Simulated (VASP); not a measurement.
# BeCd3Te4 (I4/mmm) in VASP: relaxation of cell and atoms with PBE

Aim: the relaxation of cell and atoms of BeCd3Te4 with PBE.

All numbers are computed with VASP 6.6.1; they aren't measurements. Logs are shortened: lines on timing, memory, paths and dates and some standing lists are left out, and cuts for length are marked.

### 1 The cell of the first run

It takes space group I4/mmm (No. 139, tetragonal). Conventional cell: a = 6.734 Å, b = 6.734 Å, c = 10.025 Å, α = 90.00°, β = 90.00°, γ = 90.00°. Within 2.3 Å of Be (site symmetry 4/mmm) lie 2 Cd at 1.72 Å. Cd (site symmetry 4mm) has 1 Be at 1.72 Å within 2.3 Å. Cd (site symmetry 4/mmm) has 4 Te at 2.28 Å within 3.0 Å. Within 2.9 Å of Te (site symmetry m2m) lie 1 Te at 2.17 Å and 1 Cd at 2.28 Å.

The cell was generated, and may not be a known phase.

### 2 Relaxation of cell and atoms, PBE

File INCAR:

```
SYSTEM = BeCd3Te4
ALGO = Normal ; EDIFF = 1E-7
EDIFFG = -0.08 ; ENCUT = 600
GGA = PE ; IBRION = 2
ISIF = 3 ; ISMEAR = 0
LASPH = .True. ; LCHARG = .False.
LREAL = .False. ; LWAVE = .False.
NELM = 80 ; NSW = 36
PREC = Accurate ; SIGMA = 0.2
```

File KPOINTS:

```
k-points
0
Gamma
  4 4 4
  0 0 0
```

File POSCAR:

```
BeCd3Te4
1.0
   -3.3670524700      3.3670524700      5.0123105100
    3.3670524700     -3.3670524700      5.0123105100
    3.3670524700      3.3670524700     -5.0123105100
Be Cd Te
1 3 4
Direct
    0.5000000000      0.5000000000      0.0000000000
    0.6712720900      0.6712720900      0.0000000000
    0.3287279100      0.3287279100      0.0000000000
    0.0000000000      0.0000000000      0.0000000000
    0.0000000000      0.3386945200      0.3386945200
    0.0000000000      0.6613054800      0.6613054800
    0.3386945200      0.0000000000      0.3386945200
    0.6613054800      0.0000000000      0.6613054800
```

Potentials or basis: VASP PAW PBE potentials, release 64 (Be, Cd, Te).

Run with:

```bash
> cat potpaw_PBE.64/Be/POTCAR potpaw_PBE.64/Cd/POTCAR potpaw_PBE.64/Te/POTCAR > POTCAR
> mpirun -np 1 vasp_std > vasp.out
```

OUTCAR:

```text
SYSTEM = BeCd3Te4
   EDIFF = 1E-7
   EDIFFG = -0.08
   ENCUT = 600
   GGA = PE
   IBRION = 2
   ISIF = 3
   ISMEAR = 0
   LASPH = .True.
   LREAL = .False.
   NELM = 80
   NSW = 36
   PREC = Accurate

 ion  position               nearest neighbor table
   1  0.500  0.500  0.000-   2 1.72   3 1.72
   2  0.671  0.671  0.000-   1 1.72   4 3.30   3 3.43
   3  0.329  0.329  0.000-   1 1.72   4 3.30   2 3.43
   4  0.000  0.000  0.000-   5 2.28   6 2.28   7 2.28   8 2.28   2 3.30   3 3.30
   5  0.000  0.339  0.339-   6 2.17   4 2.28   7 3.23   8 3.23
   6  0.000  0.661  0.661-   5 2.17   4 2.28   7 3.23   8 3.23
   7  0.339  0.000  0.339-   8 2.17   4 2.28   5 3.23   6 3.23
   8  0.661  0.000  0.661-   7 2.17   4 2.28   6 3.23   5 3.23

  LATTYP: Found a body centered tetragonal cell.
 ALAT       =     6.7341049400
 C/A-ratio  =     1.4886345118

  Lattice vectors:

 A1 = (  -3.3670524700,   3.3670524700,   5.0123105100)
 A2 = (   3.3670524700,  -3.3670524700,   5.0123105100)
 A3 = (   3.3670524700,   3.3670524700,  -5.0123105100)

Analysis of symmetry for initial positions (statically):
=====================================================================
 Subroutine PRICEL returns:
 Original cell was already a primitive cell.

 Routine SETGRP: Setting up the symmetry group for a
 body centered tetragonal supercell.

 Subroutine GETGRP returns: Found 16 space group operations
 (whereof 16 operations were pure point group operations)
 out of a pool of 16 trial point group operations.

The static configuration has the point symmetry D_4h.

Analysis of symmetry for dynamics (positions and initial velocities):
=====================================================================
 Subroutine PRICEL returns:
 Original cell was already a primitive cell.

 Routine SETGRP: Setting up the symmetry group for a
 body centered tetragonal supercell.

 Subroutine GETGRP returns: Found 16 space group operations
 (whereof 16 operations were pure point group operations)
 out of a pool of 16 trial point group operations.

The dynamic configuration has the point symmetry D_4h.

 Subroutine INISYM returns: Found 16 space group operations
 (whereof 16 operations are pure point group operations),
 and found     1 'primitive' translations

----------------------------------------------------------------------------------------

                                     Primitive cell

  volume of cell :     227.2991

  direct lattice vectors                    reciprocal lattice vectors
    -3.367052470  3.367052470  5.012310510     0.000000000  0.148497834  0.099754395
[... 104 lines left out ...]
   IMIX   =      4    mixing-type and parameters
     AMIX     =   0.40;   BMIX     =  1.00
     AMIX_MAG =   1.60;   BMIX_MAG =  1.00
  volume/ion in A,a.u.               =      28.41       191.74
  Fermi-wavevector in a.u.,A,eV,Ry     =   1.061711  2.006342 15.336887  1.127229
  Thomas-Fermi vector in A             =   2.197136
   LORBIT       =      0    0 simple, 1 ext, 2 COOP (PROOUT), +10 PAW based schemes
   GGA     = PE    functional components
   LHFCALC =     F    Hartree Fock is set to
   AEXX    =    0.0000 exact exchange contribution
   IVDW    =     0    specifies the selected vdW correction
   LEPSILON=     F    determine dielectric tensor
   LRPA    =     F    only Hartree local field effects (RPA)
 conjugate gradient relaxation of ions
 non-spin polarized calculation
 Gauss-broadening in eV      SIGMA  =   0.20
  energy-cutoff  :      600.00
  volume of cell :      227.30
 maximum number of plane-waves:      7604
   NGX = 27   NGY = 27   NGZ = 27

--------------------------------------- Ionic step        1  -------------------------------------------

 number of electron      62.0000008 magnetization

 Free energy of the ion-electron system (eV)
  ---------------------------------------------------
  ext. energy  EPLUGINS =         0.00000000
  ---------------------------------------------------
  free energy    TOTEN  =         5.03731230 eV

  energy without entropy =        5.10458100  energy(sigma->0) =        5.07094665

------------------------ aborting loop because EDIFF is reached ----------------------------------------

  FORCE on cell =-STRESS in cart. coord.  units (eV):
  Direction    XX          YY          ZZ          XY          YZ          ZX
  --------------------------------------------------------------------------------------
  -------------------------------------------------------------------------------------
  Total       78.7572663     78.7572663     33.9593576      0.0000000      0.0000000      0.0000000
  in kB      555.1412365    555.1412365    239.3714338      0.0000000      0.0000000      0.0000000
  external PRESSURE =     449.8846356 kB  Pullay stress =       0.0000000 kB
[... 107 lines left out ...]
  FREE ENERGIE OF THE ION-ELECTRON SYSTEM (eV)
  ---------------------------------------------------
  free  energy   TOTEN  =       -12.0896305784 eV

  energy  without entropy=      -12.0131464050  energy(sigma->0) =      -12.05138849

 E-fermi :  -0.0029     XC(G=0):  -6.6949

 val. band max:       -0.0201131685   @ k =   0.5000   0.2500   0.0000
 cond. band min:       0.0197994334   @ k =   0.5000  -0.0000   0.0000
 fundamental gap:      0.0399126019
 Fermi energy:        -0.0028637656

 k-point     1 :       0.0000    0.0000    0.0000
  band No.  band energies     occupation
      1     -11.2397      2.00000
      2     -11.0655      2.00000
      3      -9.3795      2.00000
      4      -9.2738      2.00000
      5      -9.2738      2.00000
      6      -8.7857      2.00000
[... 509 lines left out ...]
     36       1.7937      0.00000
     37       1.7937      0.00000

[... ionic steps 4 to 14 ...]

--------------------------------------- Ionic step       15  -------------------------------------------

 number of electron      61.9999987 magnetization

------------------------ aborting loop because EDIFF is reached ----------------------------------------
[... 79 lines left out ...]
--------------------------------------- Ionic step       17  -------------------------------------------

 number of electron      61.9999992 magnetization

 Free energy of the ion-electron system (eV)
  ---------------------------------------------------
  ext. energy  EPLUGINS =         0.00000000
  ---------------------------------------------------
  free energy    TOTEN  =       -13.62671442 eV

  energy without entropy =      -13.49838117  energy(sigma->0) =      -13.56254779

 E-fermi :   0.5166     XC(G=0):  -7.0166

 val. band max:        0.4809864279   @ k =   0.5000   0.2500   0.0000
 cond. band min:       0.5804058070   @ k =  -0.2500   0.2500   0.2500
 fundamental gap:      0.0994193791
 Fermi energy:         0.5166119036

 k-point     1 :       0.0000    0.0000    0.0000
  band No.  band energies     occupation
      1     -11.1189      2.00000
      2     -10.8452      2.00000
      3      -8.9327      2.00000
      4      -8.9327      2.00000
      5      -8.7611      2.00000
      6      -8.3028      2.00000
[... 544 lines left out ...]
  FREE ENERGIE OF THE ION-ELECTRON SYSTEM (eV)
  ---------------------------------------------------
  free  energy   TOTEN  =       -13.6267144163 eV

  energy  without entropy=      -13.4983811657  energy(sigma->0) =      -13.56254779

 reached required accuracy - stopping structural energy minimisation
```

OSZICAR:

```text
N       E                     dE             d eps       ncg     rms          rms(c)
DAV:   1     0.468528230079E+03    0.46853E+03   -0.30464E+04   970   0.165E+03
DAV:   2     0.352827168106E+02   -0.43325E+03   -0.41964E+03  1040   0.357E+02
DAV:   3     0.366098544435E+01   -0.31622E+02   -0.30289E+02  1162   0.908E+01
DAV:   4     0.274595685636E+01   -0.91503E+00   -0.90887E+00  1170   0.129E+01
[... 230 lines left out ...]
DAV:   6    -0.136267091762E+02   -0.49097E-05   -0.97712E-06  1016   0.173E-02    0.173E-02
DAV:   7    -0.136267130553E+02   -0.38791E-05   -0.34845E-06   977   0.895E-03    0.471E-03
DAV:   8    -0.136267139626E+02   -0.90733E-06   -0.65707E-07   802   0.468E-03    0.137E-03
DAV:   9    -0.136267143613E+02   -0.39864E-06   -0.35687E-07   787   0.273E-03    0.103E-03
DAV:  10    -0.136267144163E+02   -0.55072E-07   -0.58989E-08   538   0.152E-03
  17 F= -.13626714E+02 E0= -.13562548E+02  d E =-.697607E-02
```

Wall time 32 min (1 thread of Intel Xeon 6975P-C (Granite Rapids), shared host); peak memory 0.55 GiB.

Results:

```yaml
Free_energy: -13.6267 eV
Relaxed_volume: 46.49 Å³/atom
Relaxed_cell: a = 7.924 Å, b = 7.924 Å, c = 7.924 Å, α = 115.46°, β = 115.46°, γ = 98.06°
Space_group_after_relaxing_to_0.1_Å: I4/mmm (No. 139)
Energy_gained_by_relaxing: 2333.0 meV/atom
Ionic_steps: 17
Pressure_after_relaxing: 0.0 GPa
Largest_force_after_relaxing: 0.061 eV/Å
Band_gap_on_the_k_mesh: zero (bands 31 and 32 overlap by 0.28 eV)
```

Forces on the atoms (eV/Å):
```
Be   0.000  0.000  0.000
Cd   0.000  0.000  0.061
Cd   0.000  0.000 -0.061
Cd   0.000  0.000  0.000
Te   0.013  0.000  0.000
Te  -0.013  0.000  0.000
Te   0.000  0.013  0.000
Te   0.000 -0.013  0.000
```

Stress tensor (GPa, compression positive):
```
 0.02  0.00  0.00
 0.00  0.02  0.00
 0.00  0.00 -0.11
```

Step by step:
```tsv
step	energy change (eV)	largest force (eV/Å)	pressure (GPa)	volume (Å³)
1	0.0000	10.8383	44.99	227.30
2	-15.3771	0.5851	-2.30	595.73
3	-17.1269	1.8562	1.33	383.49
4	-17.1109	0.9258	-0.94	440.58
5	-17.2084	1.3073	-0.20	416.05
6	-17.2135	1.3817	-0.03	411.55
7	-17.6080	0.9268	-0.90	413.18
8	-17.8862	0.9191	-1.54	414.93
9	-18.0110	0.6240	-1.56	416.99
10	-18.2792	0.2687	-0.96	405.53
11	-18.3342	0.2357	-0.37	398.53
12	-18.4483	0.2415	-0.50	396.85
13	-18.6074	0.2126	-0.62	391.13
14	-18.6087	0.2070	-0.61	390.66
15	-18.6421	0.1748	-0.33	381.99
16	-18.6571	0.1160	0.06	371.91
17	-18.6640	0.0606	-0.02	371.89
```

Final structure:
```
CELL_PARAMETERS angstrom
-4.23028 4.23028 5.19532
4.23028 -4.23028 5.19532
4.23028 4.23028 -5.19532
ATOMIC_POSITIONS crystal
Be 0.50000 0.50000 0.00000
Cd 0.72786 0.72786 0.00000
Cd 0.27214 0.27214 0.00000
Cd 0.00000 0.00000 0.00000
Te 0.00000 0.33816 0.33816
Te 0.00000 0.66184 0.66184
Te 0.33816 0.00000 0.33816
Te 0.66184 0.00000 0.66184
```

Levels at points of the mesh, in eV from the Fermi level:
| k point | band 28 | band 29 | band 30 | band 31 | band 32 | band 33 | band 34 | band 35 |
| --- | --- | --- | --- | --- | --- | --- | --- | --- |
| (0.00, 0.00, 0.00) | -1.12 | -0.47 | -0.47 | 0.17 | 0.33 | 0.33 | 0.81 | 1.08 |
| (0.50, 0.00, 0.00) | -0.86 | -0.70 | -0.35 | -0.31 | 0.06 | 0.75 | 0.96 | 1.40 |
| (0.50, 0.50, 0.00) | -1.25 | -0.69 | -0.30 | -0.18 | 0.09 | 1.50 | 1.62 | 1.65 |
| (0.50, 0.50, 0.50) | -1.03 | -0.27 | -0.27 | 0.24 | 0.58 | 0.58 | 0.77 | 0.77 |

Caveat: the volume moved by over 15 % at a fixed basis, so the end points are rough; semilocal functionals underestimate gaps, and a narrow one can read as zero; spin-orbit coupling is left out, which moves the levels of the heavy elements; the relaxation stopped at a loose force limit of 0.08 eV/Å, so its end isn't a converged minimum.

The gap in the log of VASP goes by the Fermi energy; the results here count the filled bands.